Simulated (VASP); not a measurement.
# Ni (Fm-3m) in VASP: vibrations by perturbation theory with PBEsol

Aim: the vibrations by perturbation theory of Ni with PBEsol.

All numbers are computed with VASP 6.6.1; they aren't measurements. Logs are shortened: lines on timing, memory, paths and dates and some standing lists are left out, and cuts for length are marked.

## 1. The cell of the first run

It takes space group Fm-3m (No. 225, cubic). The conventional cell has a = 3.482 Å, b = 3.482 Å, c = 3.482 Å, α = 90.00°, β = 90.00°, γ = 90.00°. Ni (site symmetry m-3m) has 12 Ni at 2.46 Å within 3.3 Å.

## 2. Vibrations by perturbation theory, PBEsol, collinear spin, ferromagnetic start (10.55 Å³/atom)

Input file INCAR:

```
PREC = Accurate ; ENCUT = 520
EDIFF = 1E-8 ; ISMEAR = -1
SIGMA = 0.1 ; LREAL = F
LASPH = T ; NELM = 150
ALGO = Normal ; ISIF = 2
LWAVE = F ; LCHARG = F
ISPIN = 2 ; MAGMOM = 0.6
LORBIT = 11 ; LMAXMIX = 4
GGA = PS ; IBRION = 8
NSW = 1
```

Input file KPOINTS:

```
regular mesh
0
Gamma
  24 24 24
```

Input file POSCAR:

```
Ni
1.0
    0.0000000000      1.7409424487      1.7409424487
    1.7409424487      0.0000000000      1.7409424487
    1.7409424487      1.7409424487      0.0000000000
Ni
1
Direct
    0.0000000000      0.0000000000      0.0000000000
```

Potentials or basis: VASP PAW PBE potentials, release 64 (Ni).

The run is started by

```bash
> cat potpaw_PBE.64/Ni/POTCAR > POTCAR
> mpirun -np 1 vasp_std > vasp.out
```

OUTCAR:

```text
PREC = Accurate
   ENCUT = 520
   EDIFF = 1E-8
   ISMEAR = -1
   LREAL = F
   LASPH = T
   NELM = 150
   ISIF = 2
   ISPIN = 2
   LORBIT = 11
   GGA = PS
   IBRION = 8
   NSW = 1

 ion  position               nearest neighbor table
   1  0.000  0.000  0.000-

  LATTYP: Found a face centered cubic cell.
 ALAT       =     3.4818848974

  Lattice vectors:

 A1 = (   0.0000000000,   1.7409424487,   1.7409424487)
 A2 = (   1.7409424487,   0.0000000000,   1.7409424487)
 A3 = (   1.7409424487,   1.7409424487,   0.0000000000)

Analysis of symmetry for initial positions (statically):
=====================================================================
 Subroutine PRICEL returns:
 Original cell was already a primitive cell.

 Routine SETGRP: Setting up the symmetry group for a
 face centered cubic supercell.

 Subroutine GETGRP returns: Found 48 space group operations
 (whereof 48 operations were pure point group operations)
 out of a pool of 48 trial point group operations.

The static configuration has the point symmetry O_h .

Analysis of symmetry for dynamics (positions and initial velocities):
=====================================================================
 Subroutine PRICEL returns:
 Original cell was already a primitive cell.

 Routine SETGRP: Setting up the symmetry group for a
 face centered cubic supercell.

 Subroutine GETGRP returns: Found 48 space group operations
 (whereof 48 operations were pure point group operations)
 out of a pool of 48 trial point group operations.

The dynamic configuration has the point symmetry O_h .

Analysis of structural, dynamic, and magnetic symmetry:
=====================================================================
 Subroutine PRICEL returns:
 Original cell was already a primitive cell.

 Routine SETGRP: Setting up the symmetry group for a
 face centered cubic supercell.

 Subroutine GETGRP returns: Found 48 space group operations
 (whereof 48 operations were pure point group operations)
 out of a pool of 48 trial point group operations.

The overall configuration has the point symmetry O_h .

 Subroutine INISYM returns: Found 48 space group operations
 (whereof 48 operations are pure point group operations),
 and found     1 'primitive' translations

----------------------------------------------------------------------------------------

                                     Primitive cell

  volume of cell :      10.5532

  direct lattice vectors                    reciprocal lattice vectors
     0.000000000  1.740942449  1.740942449    -0.287200763  0.287200763  0.287200763
     1.740942449  0.000000000  1.740942449     0.287200763 -0.287200763  0.287200763
     1.740942449  1.740942449  0.000000000     0.287200763  0.287200763 -0.287200763

  length of vectors
     2.462064422  2.462064422  2.462064422     0.497446314  0.497446314  0.497446314

  position of ions in fractional coordinates (direct lattice)
     0.000000000  0.000000000  0.000000000

  ion indices of the primitive-cell ions
   primitive index   ion index
                 1           1

----------------------------------------------------------------------------------------

 KPOINTS: regular mesh

Automatic generation of k-mesh.
 Grid dimensions read from file:
 generate k-points for:   24   24   24

 Generating k-lattice:

  Cartesian coordinates                     Fractional coordinates (reciprocal lattice)
    -0.011966698  0.011966698  0.011966698     0.041666667  0.000000000  0.000000000
     0.011966698 -0.011966698  0.011966698     0.000000000  0.041666667  0.000000000
     0.011966698  0.011966698 -0.011966698     0.000000000  0.000000000  0.041666667

  Length of vectors
     0.020726930  0.020726930  0.020726930

  Shift w.r.t. Gamma in fractional coordinates (k-lattice)
     0.000000000  0.000000000  0.000000000

 Subroutine IBZKPT returns following result:
 ===========================================

 Found    413 irreducible k-points:

 Following reciprocal coordinates:
            Coordinates               Weight
  0.000000  0.000000  0.000000      1.000000
  0.041667  0.000000  0.000000      8.000000
  0.083333  0.000000  0.000000      8.000000
  0.125000  0.000000  0.000000      8.000000
  0.166667  0.000000  0.000000      8.000000
  0.208333  0.000000  0.000000      8.000000
[... 16 lines left out ...]
  0.416667  0.041667  0.000000     24.000000
  0.458333  0.041667  0.000000     24.000000
 [... further k-points ...]
   k-points           NKPTS =    413   k-points in BZ     NKDIM =    413   number of bands    NBANDS=      9
[... 27 lines left out ...]
   PSTRESS=    0.0 pullay stress
   NELECT =      10.0000    total number of electrons
   NUPDOWN=      -1.0000    fix difference up-down
   EMIN   =  10.00;   EMAX   =-10.00  energy-range for DOS
   EFERMI =   0.00;   METHOD = LEGACY
   ISMEAR =    -1;   SIGMA  =   0.10  broadening in eV -4-tet -1-fermi 0-gaus
   EFERMI_NEDOS =   21; number of points for ismear=-14 and -15
   IALGO  =     38    algorithm
   IMIX   =      4    mixing-type and parameters
     AMIX     =   0.40;   BMIX     =  1.00
     AMIX_MAG =   1.60;   BMIX_MAG =  1.00
  volume/ion in A,a.u.               =      10.55        71.22
  Fermi-wavevector in a.u.,A,eV,Ry     =   1.607979  3.038640 35.179183  2.585597
  Thomas-Fermi vector in A             =   2.703922
   LORBIT       =     11    0 simple, 1 ext, 2 COOP (PROOUT), +10 PAW based schemes
   GGA     = PS    functional components
   LHFCALC =     F    Hartree Fock is set to
   AEXX    =    0.0000 exact exchange contribution
   IVDW    =     0    specifies the selected vdW correction
   LEPSILON=     F    determine dielectric tensor
   LRPA    =     F    only Hartree local field effects (RPA)
 spin polarized calculation
  energy-cutoff  :      520.00
  volume of cell :       10.55
 maximum number of plane-waves:       296
   NGX =  9   NGY =  9   NGZ =  9

--------------------------------------- Ionic step        1  -------------------------------------------

 number of electron      10.0000001 magnetization       0.6027277

 Free energy of the ion-electron system (eV)
  ---------------------------------------------------
  ext. energy  EPLUGINS =         0.00000000
  ---------------------------------------------------
  free energy    TOTEN  =        -6.16083593 eV

  energy without entropy =       -6.10675061  energy(sigma->0) =       -6.13379327

 E-fermi :   9.6111     XC(G=0): -13.6170

 val. band max:        9.6108690328   @ k =  -0.4583   0.2917   0.1250
 cond. band min:       9.6111628353   @ k =   0.4583   0.0833   0.0417
 fundamental gap:      0.0002938024
 Fermi energy:         9.6110681040

 spin component 1

 k-point     1 :       0.0000    0.0000    0.0000
  band No.  band energies     occupation
      1       0.3502      1.00000
      2       7.1420      1.00000
      3       7.1420      1.00000
      4       7.1420      1.00000
      5       8.3500      1.00000
      6       8.3500      1.00000
      7      33.5802      0.00000
      8      37.6571      0.00000
      9      37.6571      0.00000
[... 265 lines left out ...]
 k-point    24 :       0.4583    0.0417    0.0000
  band No.  band energies     occupation
      1       4.6051      1.00000
      2       7.1290      1.00000
      3       7.1914      1.00000
      4       8.3303      1.00000
      5       9.0442      0.99656
      6       9.4450      0.84027
      7      16.2762      0.00000
      8      31.8667      0.00000
      9      33.8413      0.00000

 [... further k-points ...]

 spin component 2

 k-point     1 :       0.0000    0.0000    0.0000
  band No.  band energies     occupation
      1       0.3418      1.00000
      2       7.8295      1.00000
      3       7.8295      1.00000
      4       7.8295      1.00000
      5       8.9493      0.99866
      6       8.9493      0.99866
      7      33.4745      0.00000
      8      37.6604      0.00000
      9      37.6604      0.00000
[... 265 lines left out ...]
 k-point    24 :       0.4583    0.0417    0.0000
  band No.  band energies     occupation
      1       4.9762      1.00000
      2       7.7178      1.00000
      3       7.7930      1.00000
      4       8.5880      0.99996
      5       9.7591      0.18544
      6       9.9629      0.02881
      7      16.6247      0.00000
      8      31.7858      0.00000
      9      33.9346      0.00000

 [... further k-points ...]

------------------------ aborting loop because EDIFF is reached ----------------------------------------

  FORCE on cell =-STRESS in cart. coord.  units (eV):
  Direction    XX          YY          ZZ          XY          YZ          ZX
  --------------------------------------------------------------------------------------
  -------------------------------------------------------------------------------------
  Total       -0.2149159     -0.2149159     -0.2149159     -0.0000000      0.0000000      0.0000000
  in kB      -32.6284110    -32.6284110    -32.6284110     -0.0000000      0.0000000      0.0000000
  external PRESSURE =     -32.6284110 kB  Pullay stress =       0.0000000 kB

 VOLUME and BASIS-vectors are now :
 -----------------------------------------------------------------------------
  energy-cutoff  :      520.00
  volume of cell :       10.55
      direct lattice vectors                 reciprocal lattice vectors
     0.000000000  1.740942449  1.740942449    -0.287200763  0.287200763  0.287200763
     1.740942449  0.000000000  1.740942449     0.287200763 -0.287200763  0.287200763
     1.740942449  1.740942449  0.000000000     0.287200763  0.287200763 -0.287200763

 POSITION                                       TOTAL-FORCE (eV/Angst)
 -----------------------------------------------------------------------------------
      0.00000      0.00000      0.00000        -0.000000      0.000000      0.000000
 -----------------------------------------------------------------------------------
    total drift:                                0.000000     -0.000000      0.000000

  FREE ENERGIE OF THE ION-ELECTRON SYSTEM (eV)
  ---------------------------------------------------
  free  energy   TOTEN  =        -6.1608359333 eV

  energy  without entropy=       -6.1067506079  energy(sigma->0) =       -6.13379327

[... ionic steps 2 to 3 ...]

--------------------------------------- Ionic step        4  -------------------------------------------

 Free energy of the ion-electron system (eV)
  ---------------------------------------------------
  ---------------------------------------------------
  free energy    TOTEN  =        -0.17277491 eV

  energy without entropy =       -0.17277491

------------------------ aborting loop because EDIFF is reached ----------------------------------------

 INTERNAL STRAIN TENSOR  FOR ION    1  DIRECTION 1   (eV/Angst):
 -----------------------------------------------------------------------------
     0.00311  0.00000  0.00000
     0.00000 -0.00026  0.00000
     0.00000  0.00000 -0.00026

 INTERNAL STRAIN TENSOR FOR ION    1 for displacements in x,y,z  (eV/Angst):
          X           Y           Z          XY          YZ          ZX
  --------------------------------------------------------------------------------
  x     0.00000     0.00000     0.00000     0.00000     0.00000     0.00000
  y     0.00000     0.00000     0.00000     0.00000     0.00000     0.00000
  z     0.00000     0.00000     0.00000     0.00000     0.00000     0.00000

 SECOND DERIVATIVES (NOT SYMMETRIZED)
 ------------------------------------
               1X          1Y          1Z
  1X    -0.023499    0.000000    0.000000
  1Y     0.000000   -0.023499    0.000000
  1Z     0.000000    0.000000   -0.023499

 Eigenvectors and eigenvalues of the dynamical matrix
 ----------------------------------------------------

   1 f  =    0.312822 THz     1.965518 2PiTHz   10.434618 cm-1     1.293727 meV
             X         Y         Z           dx          dy          dz
      0.000000  0.000000  0.000000     1.000000    0.000000    0.000000

   2 f  =    0.312822 THz     1.965518 2PiTHz   10.434618 cm-1     1.293727 meV
             X         Y         Z           dx          dy          dz
      0.000000  0.000000  0.000000     0.000000    1.000000    0.000000

   3 f  =    0.312822 THz     1.965518 2PiTHz   10.434618 cm-1     1.293727 meV
             X         Y         Z           dx          dy          dz
      0.000000  0.000000  0.000000     0.000000    0.000000    1.000000

--------------------------------------------------------------------------------------------------------

 ELASTIC MODULI CONTR FROM IONIC RELAXATION (kBar)
 Direction    XX          YY          ZZ          XY          YZ          ZX
 --------------------------------------------------------------------------------
 XX           0.0000      0.0000      0.0000      0.0000      0.0000      0.0000
 YY           0.0000      0.0000      0.0000      0.0000      0.0000      0.0000
 ZZ           0.0000      0.0000      0.0000      0.0000      0.0000      0.0000
 XY           0.0000      0.0000      0.0000      0.0000      0.0000      0.0000
 YZ           0.0000      0.0000      0.0000      0.0000      0.0000      0.0000
 ZX           0.0000      0.0000      0.0000      0.0000      0.0000      0.0000
 --------------------------------------------------------------------------------

 total charge

# of ion       s       p       d       tot
------------------------------------------
    1        0.513   0.530   8.326   9.370

 magnetization (x)

# of ion       s       p       d       tot
------------------------------------------
    1       -0.006  -0.023   0.638   0.609
```

Run time: 7.5 min. Hardware: 1 thread of Oxide Virtual Turin-like, shared host; peak memory 0.43 GiB.

What came out:

```yaml
Net_moment: 0.60 μB per cell
Site_moments: Ni +0.61 μB
Valence_electrons_inside_the_program's_atomic_spheres: Ni 9.37
```

Caveat: the cell stands under pressure or tension, which shifts response properties; the PAW data sets were made with another functional, which shifts forces and pressure a little.
